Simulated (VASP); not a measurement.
# AlN (P6_3/mmc) in VASP: further runs

AlN is run at these levels: PBEsol; tasks: single point.

All numbers are computed with VASP 6.6.1; they aren't measurements. Logs are shortened: lines on timing, memory, paths and dates and some standing lists are left out, and cuts for length are marked.

**1. The cell of the first run**

The structure is hexagonal, space group P6_3/mmc (No. 194). The conventional cell has a = 3.202 Å, b = 3.202 Å, c = 4.099 Å, α = 90.00°, β = 90.00°, γ = 120.00°. Within 2.5 Å of Al (site symmetry -6m2) lie 5 N at 1.85 to 2.05 Å. Within 2.5 Å of N (site symmetry -6m2) lie 5 Al at 1.85 to 2.05 Å.

**2. Single point, PBEsol**

INCAR reads:

```
SYSTEM = AlN
ALGO = Normal
EDIFF = 1E-6
ENCUT = 520
GGA = PS
ISIF = 2
ISMEAR = 0
LASPH = .True.
LCHARG = .False.
LREAL = .False.
LWAVE = .False.
NBANDS = 16
NELM = 60
PREC = Accurate
SIGMA = 0.05
```

KPOINTS reads:

```
k-points
0
Gamma
  9 9 6
  0 0 0
```

POSCAR reads:

```
AlN
1.0
    3.2024000000      0.0000000000      0.0000000000
   -1.6012000000      2.7733597531      0.0000000000
    0.0000000000      0.0000000000      4.0986000000
Al N
2 2
Direct
    0.3333333333      0.6666666667      0.7500000000
    0.6666666667      0.3333333333      0.2500000000
    0.3333333333      0.6666666667      0.2500000000
    0.6666666667      0.3333333333      0.7500000000
```

Potentials or basis: VASP PAW PBE potentials, release 64 (Al, N).

The run is started by

```sh
cat potpaw_PBE.64/Al/POTCAR potpaw_PBE.64/N/POTCAR > POTCAR
mpirun -np 1 vasp_std > vasp.out
```

OUTCAR:

```text
SYSTEM = AlN
   EDIFF = 1E-6
   ENCUT = 520
   GGA = PS
   ISIF = 2
   ISMEAR = 0
   LASPH = .True.
   LREAL = .False.
   NELM = 60
   PREC = Accurate

 ion  position               nearest neighbor table
   1  0.333  0.667  0.750-   4 1.85   4 1.85   4 1.85   3 2.05   3 2.05   2 2.76   2 2.76   2 2.76
                             2 2.76   2 2.76   2 2.76
   2  0.667  0.333  0.250-   3 1.85   3 1.85   3 1.85   4 2.05   4 2.05   1 2.76   1 2.76   1 2.76
                             1 2.76   1 2.76   1 2.76
   3  0.333  0.667  0.250-   2 1.85   2 1.85   2 1.85   1 2.05   1 2.05
   4  0.667  0.333  0.750-   1 1.85   1 1.85   1 1.85   2 2.05   2 2.05

  LATTYP: Found a hexagonal cell.
 ALAT       =     3.2024000000
 C/A-ratio  =     1.2798526105

  Lattice vectors:

 A1 = (   3.2024000000,   0.0000000000,   0.0000000000)
 A2 = (  -1.6012000000,   2.7733597531,   0.0000000000)
 A3 = (   0.0000000000,   0.0000000000,   4.0986000000)

Analysis of symmetry for initial positions (statically):
=====================================================================
 Subroutine PRICEL returns:
 Original cell was already a primitive cell.

 Routine SETGRP: Setting up the symmetry group for a
 hexagonal supercell.

 Subroutine GETGRP returns: Found 24 space group operations
 (whereof 12 operations were pure point group operations)
 out of a pool of 24 trial point group operations.

The static configuration has the point symmetry D_3d.
 The point group associated with its full space group is D_6h.

Analysis of symmetry for dynamics (positions and initial velocities):
=====================================================================
 Subroutine PRICEL returns:
 Original cell was already a primitive cell.

 Routine SETGRP: Setting up the symmetry group for a
 hexagonal supercell.

 Subroutine GETGRP returns: Found 24 space group operations
 (whereof 12 operations were pure point group operations)
 out of a pool of 24 trial point group operations.

The dynamic configuration has the point symmetry D_3d.
 The point group associated with its full space group is D_6h.

 Subroutine INISYM returns: Found 24 space group operations
 (whereof 12 operations are pure point group operations),
 and found     1 'primitive' translations

----------------------------------------------------------------------------------------

                                     Primitive cell

  volume of cell :      36.4013

[... 94 lines left out ...]
   EDIFFG = 0.1E-04   stopping-criterion for IOM
   NSW    =      0    number of steps for IOM
   IBRION =     -1    ionic relax: 0-MD 1-quasi-New 2-CG
   NFREE  =      0    steps in history (QN), initial steepest desc. (CG)
   ISIF   =      2    stress and relaxation
   ISYM   =      2    0-nonsym 1-usesym 2-fastsym
   POTIM  = 0.5000    time-step for ionic-motion
   TEBEG  =    0.0;   TEEND  =   0.0 temperature during run
   PSTRESS=    0.0 pullay stress
   NELECT =      16.0000    total number of electrons
   NUPDOWN=      -1.0000    fix difference up-down
   EMIN   =  10.00;   EMAX   =-10.00  energy-range for DOS
   EFERMI =   0.00;   METHOD = LEGACY
   ISMEAR =     0;   SIGMA  =   0.05  broadening in eV -4-tet -1-fermi 0-gaus
   EFERMI_NEDOS =   21; number of points for ismear=-14 and -15
   IALGO  =     38    algorithm
   IMIX   =      4    mixing-type and parameters
     AMIX     =   0.40;   BMIX     =  1.00
     AMIX_MAG =   1.60;   BMIX_MAG =  1.00
  volume/ion in A,a.u.               =       9.10        61.41
  Fermi-wavevector in a.u.,A,eV,Ry     =   1.244732  2.352202 21.080279  1.549357
  Thomas-Fermi vector in A             =   2.378985
   LORBIT       =      0    0 simple, 1 ext, 2 COOP (PROOUT), +10 PAW based schemes
   GGA     = PS    functional components
   LHFCALC =     F    Hartree Fock is set to
   AEXX    =    0.0000 exact exchange contribution
   IVDW    =     0    specifies the selected vdW correction
   LEPSILON=     F    determine dielectric tensor
   LRPA    =     F    only Hartree local field effects (RPA)
 non-spin polarized calculation
 Gauss-broadening in eV      SIGMA  =   0.05
  energy-cutoff  :      520.00
  volume of cell :       36.40
 maximum number of plane-waves:       996
 NGX is ok and might be reduce to    24
   NGX = 11   NGY = 11   NGZ = 15

 number of electron      16.0000007 magnetization

 Free energy of the ion-electron system (eV)
  ---------------------------------------------------
  ext. energy  EPLUGINS =         0.00000000
  ---------------------------------------------------
  free energy    TOTEN  =       -30.78631528 eV

  energy without entropy =      -30.78631528  energy(sigma->0) =      -30.78631528

 E-fermi :   9.2489     XC(G=0): -11.7548

 val. band max:        8.9490250346   @ k =   0.0000   0.0000   0.0000
 cond. band min:      12.7709134030   @ k =   0.0000   0.0000   0.0000
 fundamental gap:      3.8218883684
 Fermi energy:         9.2489036850

 k-point     1 :       0.0000    0.0000    0.0000
  band No.  band energies     occupation
      1      -8.5807      2.00000
      2      -4.5236      2.00000
      3       1.3870      2.00000
      4       5.3970      2.00000
      5       5.3970      2.00000
      6       7.0858      2.00000
[... 433 lines left out ...]
      3       1.7756      2.00000
      4       3.0111      2.00000
      5       3.0111      2.00000
      6       5.5187      2.00000
[... 8 lines left out ...]
     15      20.7853      0.00000
     16      22.8155      0.00000

 [... further k-points ...]

------------------------ aborting loop because EDIFF is reached ----------------------------------------

  FORCE on cell =-STRESS in cart. coord.  units (eV):
  Direction    XX          YY          ZZ          XY          YZ          ZX
  --------------------------------------------------------------------------------------
  -------------------------------------------------------------------------------------
  Total        4.8826060      4.8826060      2.8025035      0.0000000      0.0000000     -0.0000000
  in kB      214.9042190    214.9042190    123.3500778      0.0000000      0.0000000     -0.0000000
  external PRESSURE =     184.3861719 kB  Pullay stress =       0.0000000 kB

 VOLUME and BASIS-vectors are now :
 -----------------------------------------------------------------------------
  energy-cutoff  :      520.00
  volume of cell :       36.40
      direct lattice vectors                 reciprocal lattice vectors
     3.202400000  0.000000000  0.000000000     0.312265801  0.180286744  0.000000000
    -1.601200000  2.773359753  0.000000000     0.000000000  0.360573488  0.000000000
     0.000000000  0.000000000  4.098600000     0.000000000  0.000000000  0.243985751

 POSITION                                       TOTAL-FORCE (eV/Angst)
 -----------------------------------------------------------------------------------
     -0.00000      1.84891      3.07395        -0.000000      0.000000      0.000000
      1.60120      0.92445      1.02465         0.000000     -0.000000      0.000000
     -0.00000      1.84891      1.02465         0.000000      0.000000      0.000000
      1.60120      0.92445      3.07395         0.000000     -0.000000      0.000000
 -----------------------------------------------------------------------------------
    total drift:                               -0.000000     -0.000000     -0.000000

  FREE ENERGIE OF THE ION-ELECTRON SYSTEM (eV)
  ---------------------------------------------------
  free  energy   TOTEN  =       -30.7863152816 eV

  energy  without entropy=      -30.7863152816  energy(sigma->0) =      -30.78631528
```

stdout:

```text
POSCAR found type information on POSCAR AlN
 POSCAR found :  2 types and       4 ions
 scaLAPACK will be used
 -----------------------------------------------------------------------------
|                                                                             |
|                                                                             |
|     You enforced a specific xc type in the INCAR file but a different       |
|     I HOPE YOU KNOW WHAT YOU ARE DOING!                                     |
|                                                                             |
 -----------------------------------------------------------------------------

 LDA part: xc-table for (Slater+PW92), standard interpolation
 POSCAR, INCAR and KPOINTS ok, starting setup
 FFT: planning ... GRIDC
 FFT: planning ... GRID_SOFT
 FFT: planning ... GRID
 WAVECAR not read
 entering main loop
```

It took 16 s on 1 thread of Intel Xeon Platinum 8259CL at 2.50GHz (Skylake/Cascade Lake), shared host; peak memory 0.15 GiB.

What came out:

* Free energy: -30.7863 eV
* Pressure: 18.4 GPa
* Band gap on the k mesh: 3.82 eV

Caveat: the cell stands under pressure; the PAW data sets were made with another functional, which shifts forces and pressure a little; an odd mesh through Γ misses points on the zone boundary, where band edges can lie.

**3. Single point, PBEsol**

This run uses another cell than the first one, of 9.14 Å³/atom.

INCAR reads:

```
SYSTEM = AlN
  PREC = Accurate
  ENCUT = 520
  EDIFF = 1E-6
  ISMEAR = 0
  SIGMA = 0.05
  LREAL = .False.
  LASPH = .True.
  NELM = 60
  ALGO = Normal
  ISIF = 2
  LWAVE = .False.
  LCHARG = .False.
  GGA = PS
  NBANDS = 16
```

KPOINTS reads:

```
regular mesh
0
Gamma
  9 9 6
  0 0 0
```

POSCAR reads:

```
AlN
1.0
    3.2420000000      0.0000000000      0.0000000000
   -1.6210000000      2.8076543591      0.0000000000
    0.0000000000      0.0000000000      4.0158000000
Al N
2 2
Direct
    0.3333333333      0.6666666667      0.7500000000
    0.6666666667      0.3333333333      0.2500000000
    0.3333333333      0.6666666667      0.2500000000
    0.6666666667      0.3333333333      0.7500000000
```

Potentials or basis: VASP PAW PBE potentials, release 64 (Al, N).

The run is started by

```sh
cat potpaw_PBE.64/Al/POTCAR potpaw_PBE.64/N/POTCAR > POTCAR
mpirun -np 1 vasp_std > vasp.out
```

Wall time 16 s (1 thread of Intel Xeon Platinum 8259CL at 2.50GHz (Skylake/Cascade Lake), shared host); peak memory 0.15 GiB.

The run converged. Its results:

```yaml
Free_energy: -30.8226 eV
Pressure: 16.2 GPa
Band_gap_on_the_k_mesh: 3.85 eV
```

Stress tensor (GPa, compression positive):
```
15.84  0.00  0.00
 0.00 15.84  0.00
 0.00  0.00 17.00
```

Levels at points of the mesh, in eV from the valence-band top:
```tsv
k point	band 4	band 5	band 6	band 7	band 8	band 9	band 10	band 11	band 12	band 13
(0.00, 0.00, 0.00)	-3.53	-3.53	-1.67	-1.67	0.00	3.85	5.03	8.56	8.56	11.96
(0.00, 0.00, 0.50)	-3.81	-2.64	-2.64	-2.64	-2.64	6.13	6.13	8.65	8.65	8.65
```

Caveat: the cell stands under pressure; the PAW data sets were made with another functional, which shifts forces and pressure a little; an odd mesh through Γ misses points on the zone boundary, where band edges can lie.
